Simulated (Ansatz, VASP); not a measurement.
**Pd: VASP beside Ansatz**

```
Pd
1.0
     0.00000    1.91997    1.91997
     1.91997    0.00000    1.91997
     1.91997    1.91997    0.00000
Pd
1
Direct
  0.00000 0.00000 0.00000
```

Alike in both runs: functional LDA; k mesh 16 × 16 × 16; occupations gaussian, width 0.1 eV; no spin polarisation.

Ansatz relaxed the structure, and its values are those at the end. VASP's run is a single point on that final structure, the one shown.

```csv
,VASP,Ansatz
version,VASP 6.6.1,Ansatz 0.2.0
potentials or method,"VASP PAW LDA potentials, release 64 (Pd), cutoff 520 eV","scalar-relativistic, plane waves, PAW"
valence electrons in the cell,10,18
```

Ansatz gave:

- gap on the k mesh at the Fermi level (eV): none
- pressure (GPa): 0.0

Q: What did VASP give for the same quantities?

A: gap on the k mesh at the Fermi level (eV): none; pressure (GPa): 0.3.

Ansatz warns that its potentials were made for another functional, while VASP's fit it. LDA's correlation is that of Perdew and Zunger in VASP and of Perdew and Wang (1992) in Ansatz. A gap of «none» marks a metal or a gap that the smearing closes. VASP's potentials hold 10 valence electrons a cell and Ansatz's 18, so a difference there can come from the potentials and not from the codes.
